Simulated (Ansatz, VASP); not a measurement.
# One calculation of CaO, two programs

The input INCAR:

```
PREC = Accurate ; ENCUT = 600
EDIFF = 1E-6 ; ISMEAR = 0
SIGMA = 0.1 ; LREAL = F
LASPH = T ; NELM = 120
ALGO = Normal ; ISIF = 2
LWAVE = F ; LCHARG = F
GGA = PE ; NBANDS = 42
GGA_COMPAT = F
```

The input KPOINTS:

```
Automatic mesh
0
Gamma
  4 4 4
```

Contents of POSCAR:

```
CaO
1.0
    2.4151517513      2.4151517513      0.0000000000
    2.4151517513     -2.4151517513      4.8303035026
    2.4151517513     -2.4151517513     -4.8303035026
Ca O
4 4
Direct
    0.0000000000      0.2500000000      0.7500000000
    0.5000000000      0.7500000000      0.7500000000
    0.5000000000      0.2500000000      0.2500000000
    0.0000000000      0.7500000000      0.2500000000
    0.5000000000      0.0000000000      0.5000000000
    0.0000000000      0.5000000000      0.5000000000
    0.0000000000      0.0000000000      0.0000000000
    0.5000000000      0.5000000000      1.0000000000
```

Input for Ansatz:

```yaml
crystal:
  lattice:
    - [2.4151517513, 2.4151517513, 0.0]
    - [2.4151517513, -2.4151517513, 4.8303035026]
    - [2.4151517513, -2.4151517513, -4.8303035026]
  atoms:
    - { symbol: Ca, position: [0.0, 0.25, 0.75] }
    - { symbol: Ca, position: [0.5, 0.75, 0.75] }
    - { symbol: Ca, position: [0.5, 0.25, 0.25] }
    - { symbol: Ca, position: [0.0, 0.75, 0.25] }
    - { symbol: O, position: [0.5, 0.0, 0.5] }
    - { symbol: O, position: [0.0, 0.5, 0.5] }
    - { symbol: O, position: [0.0, 0.0, 0.0] }
    - { symbol: O, position: [0.5, 0.5, 1.0] }
basis:
  ecutwfc: 420
kpoints:
  mp_grid: { grid: [4, 4, 4] }
hamiltonian:
  xc: pbe
scf:
  occupations: { method: gaussian, width: 0.1 }
  lower_state_search: "off"
output:
  forces: true
  stress: true
  eigenvalues: true
```

Alike in both runs: task single point; functional PBE; k mesh 4 × 4 × 4; occupations gaussian, width 0.1 eV; no spin polarisation.

```csv
,VASP,Ansatz
version,VASP 6.6.1,Ansatz 0.2.0
potentials or method,"VASP PAW PBE potentials, release 64 (Ca_sv, O), cutoff 600 eV","scalar-relativistic, plane waves, PAW"
valence electrons in the cell,64,64
```

```tsv
	VASP	Ansatz	Ansatz less VASP
gap on the k mesh at the Fermi level (eV)	3.64	3.66	+0.017
least direct gap on the mesh (eV)	3.64	3.66	+0.017
pressure (GPa)	0.5	0.0	-0.46
```

With one functional, cell and mesh, what is left measures potentials, basis and numerics.

The k mesh is coarse, so the values compare programs but aren't converged.
